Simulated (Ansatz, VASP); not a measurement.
Two plane-wave programs on SnO2

INCAR

```
SYSTEM = SnO2
ALGO = Normal ; EDIFF = 1E-6
ENCUT = 520 ; GGA = PS
ISIF = 2 ; ISMEAR = 0
LASPH = .True. ; LCHARG = .False.
LREAL = .False. ; LWAVE = .False.
NBANDS = 64 ; NELM = 80
PREC = Accurate ; SIGMA = 0.05
```

The input KPOINTS:

```
k-points
0
Gamma
  6 6 6
  0 0 0
```

File POSCAR:

```
SnO2
1.0
    3.4719686167      2.0045420155      4.2286263105
   -3.4719686167      2.0045420155      4.2286263105
    0.0000000000     -4.0090840309      4.2286263105
Sn O
4 8
Direct
    0.8646807174      0.8646807174      0.8646807174
    0.3648245829      0.3648245829      0.8648190111
    0.3648245829      0.8648190111      0.3648245829
    0.8648190111      0.3648245829      0.3648245829
    0.1235003534      0.6233501671      0.6233501671
    0.6233501671      0.1235003534      0.6233501671
    0.6233501671      0.6233501671      0.1235003534
    0.6062113146      0.6062113146      0.6062113146
    0.1234715296      0.1234715296      0.1234715296
    0.1060883083      0.1060883083      0.6062369573
    0.1060883083      0.6062369573      0.1060883083
    0.6062369573      0.1060883083      0.1060883083
```

Input for Ansatz:

```yaml
crystal:
  lattice:
    - [3.4719686167, 2.0045420155, 4.2286263105]
    - [-3.4719686167, 2.0045420155, 4.2286263105]
    - [0.0, -4.0090840309, 4.2286263105]
  atoms:
    - { symbol: Sn, position: [0.8646807174, 0.8646807174, 0.8646807174] }
    - { symbol: Sn, position: [0.3648245829, 0.3648245829, 0.8648190111] }
    - { symbol: Sn, position: [0.3648245829, 0.8648190111, 0.3648245829] }
    - { symbol: Sn, position: [0.8648190111, 0.3648245829, 0.3648245829] }
    - { symbol: O, position: [0.1235003534, 0.6233501671, 0.6233501671] }
    - { symbol: O, position: [0.6233501671, 0.1235003534, 0.6233501671] }
    - { symbol: O, position: [0.6233501671, 0.6233501671, 0.1235003534] }
    - { symbol: O, position: [0.6062113146, 0.6062113146, 0.6062113146] }
    - { symbol: O, position: [0.1234715296, 0.1234715296, 0.1234715296] }
    - { symbol: O, position: [0.1060883083, 0.1060883083, 0.6062369573] }
    - { symbol: O, position: [0.1060883083, 0.6062369573, 0.1060883083] }
    - { symbol: O, position: [0.6062369573, 0.1060883083, 0.1060883083] }
basis:
  ecutwfc: 520.0
kpoints:
  mp_grid: { grid: [6, 6, 6] }
hamiltonian:
  xc: pbesol
  pseudopotentials: { kind: paw, azcp: { folder: soft_1 } }
scf:
  occupations: { method: gaussian, width: 0.05 }
output:
  forces: true
  stress: true
  eigenvalues: true
```

Alike in both runs: task single point; functional PBEsol; k mesh 6 × 6 × 6; occupations gaussian, width 0.05 eV; no spin polarisation.

```csv
,VASP,Ansatz
version,VASP 6.6.1,Ansatz 0.2.0
potentials or method,"VASP PAW PBE potentials, release 64 (Sn_d, O), cutoff 520 eV","scalar-relativistic, plane waves, PAW"
valence electrons in the cell,104,104
```

```csv
,VASP,Ansatz,Ansatz less VASP
gap on the k mesh at the Fermi level (eV),0.18,0.19,+0.014
least direct gap on the mesh (eV),0.18,0.19,+0.014
pressure (GPa),-18.9,-19.3,-0.39
"traceless stress, the component that is largest in VASP (GPa)",10.96,11.32,+0.366
rms of the force components (eV/Å),0.300,0.317,+0.0164
```

VASP's potentials were made for PBE, not for PBEsol, and Ansatz warns of the same on its side. Atom by atom the forces differ by 0.016 eV/Å (rms over components). With one functional, cell and mesh, what is left measures potentials, basis and numerics.
